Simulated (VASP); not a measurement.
# BAs2 (Cccm) in VASP: further runs

Runs on BAs2. Level: PBE. Tasks: single point, relaxation of cell and atoms.

Program: VASP 6.6.1. These are calculated values, not measurements. Logs are shortened: lines on timing, memory, paths and dates and some standing lists are left out, and cuts for length are marked.

### Step 1. The cell of the first run

It takes space group Cccm (No. 66, orthorhombic). The conventional cell has a = 4.432 Å, b = 8.649 Å, c = 5.973 Å, α = 90.00°, β = 90.00°, γ = 90.00°. Within 2.8 Å of B (site symmetry 222) lie 4 As at 2.09 Å. As (site symmetry m) has 2 B at 2.09 Å and 2 As at 2.54 to 2.76 Å within 2.8 Å.

The cell was generated, and may not be a known phase.

### Step 2. Single point, PBE

The input, INCAR:

```
PREC = Accurate ; ENCUT = 520
EDIFF = 1E-6 ; ISMEAR = 0
SIGMA = 0.1 ; LREAL = F
LASPH = T ; NELM = 60
ALGO = Normal ; ISIF = 2
LWAVE = F ; LCHARG = F
GGA = PE ; NBANDS = 22
```

The input, KPOINTS:

```
Automatic mesh
0
Gamma
  10 10 6
```

The input, POSCAR:

```
BAs2
1.0
    2.2159043185     -4.3246635631      0.0000000000
    2.2159043185      4.3246635631      0.0000000000
    0.0000000000      0.0000000000      5.9732460964
B As
2 4
Direct
    0.0000000000      0.0000000000      0.2500000000
    0.0000000000      0.0000000000      0.7500000000
    0.1588214075      0.3648683723      0.5000000000
    0.8411785925      0.6351316277      0.5000000000
    0.6351316277      0.8411785925      0.0000000000
    0.3648683723      0.1588214075      0.0000000000
```

Potentials or basis: VASP PAW PBE potentials, release 64 (B, As).

Command:

```console
> cat potpaw_PBE.64/B/POTCAR potpaw_PBE.64/As/POTCAR > POTCAR
> mpirun -np 1 vasp_std > vasp.out
```

OUTCAR:

```text
PREC = Accurate
   ENCUT = 520
   EDIFF = 1E-6
   ISMEAR = 0
   LREAL = F
   LASPH = T
   NELM = 60
   ISIF = 2
   GGA = PE

 ion  position               nearest neighbor table
   1  0.000  0.000  0.250-   3 2.09   4 2.09   5 2.09   6 2.09
   2  0.000  0.000  0.750-   3 2.09   4 2.09   5 2.09   6 2.09
   3  0.159  0.365  0.500-   1 2.09   2 2.09   4 2.54   4 2.76
   4  0.841  0.635  0.500-   1 2.09   2 2.09   3 2.54   3 2.76
   5  0.635  0.841  0.000-   1 2.09   2 2.09   6 2.54   6 2.76
   6  0.365  0.159  0.000-   1 2.09   2 2.09   5 2.54   5 2.76

  LATTYP: Found a base centered orthorhombic cell.
 ALAT       =     4.4318086370
 B/A-ratio  =     1.9516472471
 C/A-ratio  =     1.3478122784

  Lattice vectors:

 A1 = (   2.2159043185,  -4.3246635631,   0.0000000000)
 A2 = (   2.2159043185,   4.3246635631,   0.0000000000)
 A3 = (   0.0000000000,   0.0000000000,   5.9732460964)

Analysis of symmetry for initial positions (statically):
=====================================================================
 Subroutine PRICEL returns:
 Original cell was already a primitive cell.

 Routine SETGRP: Setting up the symmetry group for a
 base centered orthorhombic supercell.

 Subroutine GETGRP returns: Found  8 space group operations
 (whereof  4 operations were pure point group operations)
 out of a pool of  8 trial point group operations.

The static configuration has the point symmetry C_2h.
 The point group associated with its full space group is D_2h.

Analysis of symmetry for dynamics (positions and initial velocities):
=====================================================================
 Subroutine PRICEL returns:
 Original cell was already a primitive cell.

 Routine SETGRP: Setting up the symmetry group for a
 base centered orthorhombic supercell.

 Subroutine GETGRP returns: Found  8 space group operations
 (whereof  4 operations were pure point group operations)
 out of a pool of  8 trial point group operations.

The dynamic configuration has the point symmetry C_2h.
 The point group associated with its full space group is D_2h.

 Subroutine INISYM returns: Found  8 space group operations
 (whereof  4 operations are pure point group operations),
 and found     1 'primitive' translations

----------------------------------------------------------------------------------------

                                     Primitive cell

  volume of cell :     114.4837

  direct lattice vectors                    reciprocal lattice vectors
     2.215904318 -4.324663563  0.000000000     0.225641512 -0.115615930  0.000000000
     2.215904318  4.324663563  0.000000000     0.225641512  0.115615930  0.000000000
     0.000000000  0.000000000  5.973246096     0.000000000  0.000000000  0.167413159

  length of vectors
     4.859315475  4.859315475  5.973246096     0.253537246  0.253537246  0.167413159

  position of ions in fractional coordinates (direct lattice)
     0.000000000  0.000000000  0.250000000
     0.000000000  0.000000000  0.750000000
     0.158821407  0.364868372  0.500000000
     0.841178593  0.635131628  0.500000000
     0.635131628  0.841178593  0.000000000
     0.364868372  0.158821407  0.000000000

  ion indices of the primitive-cell ions
   primitive index   ion index
                 1           1
                 2           2
                 3           3
                 4           4
                 5           5
                 6           6

----------------------------------------------------------------------------------------

 KPOINTS: Automatic mesh

Automatic generation of k-mesh.
 Grid dimensions read from file:
 generate k-points for:   10   10    6

 Generating k-lattice:

  Cartesian coordinates                     Fractional coordinates (reciprocal lattice)
     0.022564151 -0.011561593  0.000000000     0.100000000  0.000000000  0.000000000
     0.022564151  0.011561593  0.000000000     0.000000000  0.100000000  0.000000000
     0.000000000  0.000000000  0.027902193     0.000000000  0.000000000  0.166666667

  Length of vectors
     0.025353725  0.025353725  0.027902193

  Shift w.r.t. Gamma in fractional coordinates (k-lattice)
     0.000000000  0.000000000  0.000000000

 Subroutine IBZKPT returns following result:
 ===========================================

 Found    124 irreducible k-points:

 Following reciprocal coordinates:
            Coordinates               Weight
  0.000000  0.000000  0.000000      1.000000
  0.100000 -0.000000  0.000000      4.000000
  0.200000 -0.000000  0.000000      4.000000
  0.300000 -0.000000  0.000000      4.000000
  0.400000 -0.000000  0.000000      4.000000
  0.500000 -0.000000  0.000000      2.000000
[... 16 lines left out ...]
  0.300000  0.300000  0.000000      2.000000
  0.400000  0.300000  0.000000      4.000000
 [... further k-points ...]
   k-points           NKPTS =    124   k-points in BZ     NKDIM =    124   number of bands    NBANDS=     22
   number of dos      NEDOS =    301   number of ions     NIONS =      6
   total plane-waves  NPLWV =  62208
   dimension x,y,z NGX =    36 NGY =   36 NGZ =   48
   dimension x,y,z NGXF=    72 NGYF=   72 NGZF=   96
   ions per type =               2   4
   NGX,Y,Z   is equivalent  to a cutoff of  12.32, 12.32, 13.36 a.u.
   NGXF,Y,Z  is equivalent  to a cutoff of  24.63, 24.63, 26.72 a.u.
 SYSTEM =  unknown system
   PREC   = accura    normal or accurate (medium, high low for compatibility)
   ISTART =      0    job   : 0-new  1-cont  2-samecut
   ICHARG =      2    charge: 1-file 2-atom 10-const
   ISPIN  =      1    spin polarized calculation?
   LNONCOLLINEAR =      F non collinear calculations
   LSORBIT =      F    spin-orbit coupling
   LASPH  =      T    aspherical Exc in radial PAW
   ENCUT  =  520.0 eV  38.22 Ry    6.18 a.u.   9.04  9.04 11.11*2*pi/ulx,y,z
   NELM   =     60;   NELMIN=  2; NELMDL= -5     # of ELM steps
   EDIFF  = 0.1E-05   stopping-criterion for ELM
   LREAL  =      F    real-space projection
   EDIFFG = 0.1E-04   stopping-criterion for IOM
   NSW    =      0    number of steps for IOM
   IBRION =     -1    ionic relax: 0-MD 1-quasi-New 2-CG
   NFREE  =      0    steps in history (QN), initial steepest desc. (CG)
   ISIF   =      2    stress and relaxation
   ISYM   =      2    0-nonsym 1-usesym 2-fastsym
   POTIM  = 0.5000    time-step for ionic-motion
   TEBEG  =    0.0;   TEEND  =   0.0 temperature during run
   PSTRESS=    0.0 pullay stress
   NELECT =      26.0000    total number of electrons
   NUPDOWN=      -1.0000    fix difference up-down
   EMIN   =  10.00;   EMAX   =-10.00  energy-range for DOS
   EFERMI =   0.00;   METHOD = LEGACY
   ISMEAR =     0;   SIGMA  =   0.10  broadening in eV -4-tet -1-fermi 0-gaus
   EFERMI_NEDOS =   21; number of points for ismear=-14 and -15
   IALGO  =     38    algorithm
   IMIX   =      4    mixing-type and parameters
     AMIX     =   0.40;   BMIX     =  1.00
     AMIX_MAG =   1.60;   BMIX_MAG =  1.00
  volume/ion in A,a.u.               =      19.08       128.76
  Fermi-wavevector in a.u.,A,eV,Ry     =   0.998814  1.887485 13.573577  0.997630
  Thomas-Fermi vector in A             =   2.131063
   LORBIT       =      0    0 simple, 1 ext, 2 COOP (PROOUT), +10 PAW based schemes
   GGA     = PE    functional components
   LHFCALC =     F    Hartree Fock is set to
   AEXX    =    0.0000 exact exchange contribution
   IVDW    =     0    specifies the selected vdW correction
   LEPSILON=     F    determine dielectric tensor
   LRPA    =     F    only Hartree local field effects (RPA)
 non-spin polarized calculation
 Gauss-broadening in eV      SIGMA  =   0.10
  energy-cutoff  :      520.00
  volume of cell :      114.48
 maximum number of plane-waves:      3114
   NGX = 19   NGY = 19   NGZ = 23

 number of electron      26.0000000 magnetization

 Free energy of the ion-electron system (eV)
  ---------------------------------------------------
  ext. energy  EPLUGINS =         0.00000000
  ---------------------------------------------------
  free energy    TOTEN  =       -30.49603721 eV

  energy without entropy =      -30.48914952  energy(sigma->0) =      -30.49259337

 E-fermi :   3.9761     XC(G=0):  -9.4486

 val. band max:        3.9706128334   @ k =   0.1000   0.1000   0.0000
 cond. band min:       3.9766632605   @ k =   0.3000   0.2000   0.5000
 fundamental gap:      0.0060504271
 Fermi energy:         3.9760538552

 k-point     1 :       0.0000    0.0000    0.0000
  band No.  band energies     occupation
      1     -10.4005      2.00000
      2      -8.5145      2.00000
      3      -4.6352      2.00000
      4      -4.3641      2.00000
      5      -4.0726      2.00000
      6      -2.0628      2.00000
[... 14 lines left out ...]
     21       9.6026      0.00000
     22       9.6103      0.00000

 k-point     2 :       0.1000   -0.0000    0.0000
  band No.  band energies     occupation
      1     -10.3300      2.00000
      2      -8.4606      2.00000
      3      -4.9793      2.00000
      4      -4.5473      2.00000
      5      -4.0143      2.00000
      6      -1.8248      2.00000
[... 14 lines left out ...]
     21       9.5837      0.00000
     22      10.1215      0.00000

 k-point     3 :       0.2000   -0.0000    0.0000
  band No.  band energies     occupation
      1     -10.1224      2.00000
      2      -8.3086      2.00000
      3      -5.7247      2.00000
      4      -4.9589      2.00000
      5      -3.8472      2.00000
      6      -1.6378      2.00000
[... 14 lines left out ...]
     21      10.2612      0.00000
     22      10.6662      0.00000
[... 476 lines left out ...]
 k-point    23 :       0.3000    0.3000    0.0000
  band No.  band energies     occupation
      1      -8.9811      2.00000
      2      -7.7917      2.00000
      3      -7.5969      2.00000
      4      -6.4368      2.00000
      5      -3.2013      2.00000
      6      -1.6561      2.00000
[... 14 lines left out ...]
     21       9.9298      0.00000
     22      10.0277      0.00000

 k-point    24 :       0.4000    0.3000    0.0000
  band No.  band energies     occupation
      1      -9.1251      2.00000
      2      -7.6236      2.00000
      3      -7.4297      2.00000
      4      -6.7626      2.00000
      5      -3.3181      2.00000
      6      -1.7171      2.00000
[... 14 lines left out ...]
     21       9.6793      0.00000
     22       9.9925      0.00000

 [... further k-points ...]

------------------------ aborting loop because EDIFF is reached ----------------------------------------

  FORCE on cell =-STRESS in cart. coord.  units (eV):
  Direction    XX          YY          ZZ          XY          YZ          ZX
  --------------------------------------------------------------------------------------
  -------------------------------------------------------------------------------------
  Total        0.2214861      0.2178444      0.2970677      0.0000000      0.0000000      0.0000000
  in kB        3.0996543      3.0486904      4.1574044      0.0000000      0.0000000      0.0000000
  external PRESSURE =       3.4352497 kB  Pullay stress =       0.0000000 kB

 VOLUME and BASIS-vectors are now :
 -----------------------------------------------------------------------------
  energy-cutoff  :      520.00
  volume of cell :      114.48
      direct lattice vectors                 reciprocal lattice vectors
     2.215904318 -4.324663563  0.000000000     0.225641512 -0.115615930  0.000000000
     2.215904318  4.324663563  0.000000000     0.225641512  0.115615930  0.000000000
     0.000000000  0.000000000  5.973246096     0.000000000  0.000000000  0.167413159

 POSITION                                       TOTAL-FORCE (eV/Angst)
 -----------------------------------------------------------------------------------
      0.00000      0.00000      1.49331         0.000000      0.000000     -0.000000
      0.00000      0.00000      4.47993         0.000000      0.000000      0.000000
      1.16045      0.89108      2.98662         0.039785      0.010956      0.000000
      3.27136     -0.89108      2.98662        -0.039785     -0.010956      0.000000
      3.27136      0.89108      0.00000        -0.039785      0.010956      0.000000
      1.16045     -0.89108      0.00000         0.039785     -0.010956      0.000000
 -----------------------------------------------------------------------------------
    total drift:                                0.000000     -0.000000     -0.000000

  FREE ENERGIE OF THE ION-ELECTRON SYSTEM (eV)
  ---------------------------------------------------
  free  energy   TOTEN  =       -30.4960372131 eV

  energy  without entropy=      -30.4891495187  energy(sigma->0) =      -30.49259337
```

It took 8 min on 1 thread of Intel Xeon 8259CL, shared host; peak memory 0.42 GiB.

Results:

* Free energy: -30.4960 eV
* Pressure: 0.3 GPa
* Largest force: 0.041 eV/Å
* Band gap on the k mesh: zero (bands 13 and 14 overlap by 2.70 eV)

Forces on the atoms (eV/Å):
```
B    0.000  0.000  0.000
B    0.000  0.000  0.000
As   0.040  0.011  0.000
As  -0.040 -0.011  0.000
As  -0.040  0.011  0.000
As   0.040 -0.011  0.000
```

### Step 3. Relaxation of cell and atoms, PBE

This run uses another cell than the first one, of 19.16 Å³/atom.

The input, INCAR:

```
SYSTEM = BAs2
  ALGO = Normal
  EDIFF = 1E-6
  EDIFFG = -0.01
  ENCUT = 600
  GGA = PE
  IBRION = 2
  ISIF = 3
  ISMEAR = 0
  LASPH = .True.
  LCHARG = .False.
  LREAL = .False.
  LWAVE = .False.
  NELM = 80
  NSW = 100
  PREC = Accurate
  SIGMA = 0.1
```

The input, KPOINTS:

```
k-points
0
Gamma
  10 10 6
  0 0 0
```

The input, POSCAR:

```
BAs2
1.0
    2.1969259638     -4.3683507820      0.0000000000
    2.1969259638      4.3683507820      0.0000000000
    0.0000000000      0.0000000000      5.9887974059
B As
2 4
Direct
    0.0000000000      0.0000000000      0.2500000000
    0.0000000000      0.0000000000      0.7500000000
    0.1607274424      0.3649393331      0.5000000000
    0.8392725576      0.6350606669      0.5000000000
    0.6350606669      0.8392725576      0.0000000000
    0.3649393331      0.1607274424      0.0000000000
```

Potentials or basis: VASP PAW PBE potentials, release 64 (B, As).

Command:

```console
> cat potpaw_PBE.64/B/POTCAR potpaw_PBE.64/As/POTCAR > POTCAR
> mpirun -np 1 vasp_std > vasp.out
```

OUTCAR:

```text
SYSTEM = BAs2
   EDIFF = 1E-6
   EDIFFG = -0.01
   ENCUT = 600
   GGA = PE
   IBRION = 2
   ISIF = 3
   ISMEAR = 0
   LASPH = .True.
   LREAL = .False.
   NELM = 80
   NSW = 100
   PREC = Accurate

 ion  position               nearest neighbor table
   1  0.000  0.000  0.250-   3 2.09   4 2.09   5 2.09   6 2.09
   2  0.000  0.000  0.750-   3 2.09   4 2.09   5 2.09   6 2.09
   3  0.161  0.365  0.500-   1 2.09   2 2.09   4 2.59   4 2.74   4 2.92
   4  0.839  0.635  0.500-   1 2.09   2 2.09   3 2.59   3 2.74   3 2.92
   5  0.635  0.839  0.000-   1 2.09   2 2.09   6 2.59   6 2.74   6 2.92
   6  0.365  0.161  0.000-   1 2.09   2 2.09   5 2.59   5 2.74   5 2.92

  LATTYP: Found a base centered orthorhombic cell.
 ALAT       =     4.3938519276
 B/A-ratio  =     1.9883923509
 C/A-ratio  =     1.3629948174

  Lattice vectors:

[... 476 lines left out ...]

  energy without entropy =      -30.49148620  energy(sigma->0) =      -30.49494483

 E-fermi :   3.9418     XC(G=0):  -9.4393

 val. band max:        3.9351241239   @ k =   0.3000   0.2000   0.5000
 cond. band min:       3.9476711166   @ k =   0.5000   0.5000   0.0000
 fundamental gap:      0.0125469927
 Fermi energy:         3.9418002727

 k-point     1 :       0.0000    0.0000    0.0000
  band No.  band energies     occupation
      1     -10.3972      2.00000
      2      -8.5161      2.00000
      3      -4.6522      2.00000
      4      -4.3970      2.00000
      5      -4.0753      2.00000
      6      -2.0654      2.00000
[... 457 lines left out ...]
      4      -6.7793      2.00000
      5      -3.3215      2.00000
      6      -1.7293      2.00000
[... 9 lines left out ...]
     16       7.8775      0.00000
     17       8.0226      0.00000

 [... further k-points ...]

------------------------ aborting loop because EDIFF is reached ----------------------------------------

  FORCE on cell =-STRESS in cart. coord.  units (eV):
  Direction    XX          YY          ZZ          XY          YZ          ZX
  --------------------------------------------------------------------------------------
  -------------------------------------------------------------------------------------
  Total        0.0041559     -0.0588802      0.0219276     -0.0000000      0.0000000      0.0000000
  in kB        0.0580048     -0.8217954      0.3060457     -0.0000000      0.0000000      0.0000000
  external PRESSURE =      -0.1525816 kB  Pullay stress =       0.0000000 kB
[... 21 lines left out ...]
  FREE ENERGIE OF THE ION-ELECTRON SYSTEM (eV)
  ---------------------------------------------------
  free  energy   TOTEN  =       -30.4984034519 eV

  energy  without entropy=      -30.4914862012  energy(sigma->0) =      -30.49494483

 reached required accuracy - stopping structural energy minimisation
```

Run time: 23 min. Hardware: 1 thread of Intel Xeon 8259CL, shared host; peak memory 0.47 GiB.

Results:

```
Free energy                           : -30.4984 eV
Relaxed volume                        : 19.13 Å³/atom
Relaxed cell                          : a = 4.868 Å, b = 4.868 Å, c = 5.979 Å, α = 90.00°, β = 90.00°, γ = 125.89°
Space group after relaxing (to 0.1 Å) : Cccm (No. 66)
Energy gained by relaxing             : 0.8 meV/atom
Ionic steps                           : 8
Pressure after relaxing               : 0.0 GPa
Largest force after relaxing          : 0.009 eV/Å
Band gap on the k mesh                : zero (bands 13 and 14 overlap by 2.71 eV)
```

Forces on the atoms (eV/Å):
```
B    0.000  0.000  0.000
B    0.000  0.000  0.000
As  -0.003 -0.008  0.000
As   0.003  0.008  0.000
As   0.003 -0.008  0.000
As  -0.003  0.008  0.000
```

Step by step:
```csv
step,energy change (eV),largest force (eV/Å),pressure (GPa),volume (Å³)
1,0.0000,0.1203,-0.01,114.95
2,-0.0035,0.0321,-0.23,114.93
3,-0.0038,0.0425,-0.30,114.92
4,-0.0045,0.0121,0.19,114.27
5,-0.0045,0.0194,0.07,114.42
6,-0.0047,0.0141,0.06,114.51
7,-0.0048,0.0093,0.02,114.69
8,-0.0049,0.0090,-0.02,114.79
```

Final structure:
```
CELL_PARAMETERS angstrom
2.21426 -4.33546 0.00000
2.21426 4.33546 0.00000
0.00000 0.00000 5.97890
ATOMIC_POSITIONS crystal
B 0.00000 0.00000 0.25000
B 0.00000 0.00000 0.75000
As 0.15950 0.36562 0.50000
As 0.84050 0.63438 0.50000
As 0.63438 0.84050 0.00000
As 0.36562 0.15950 0.00000
```
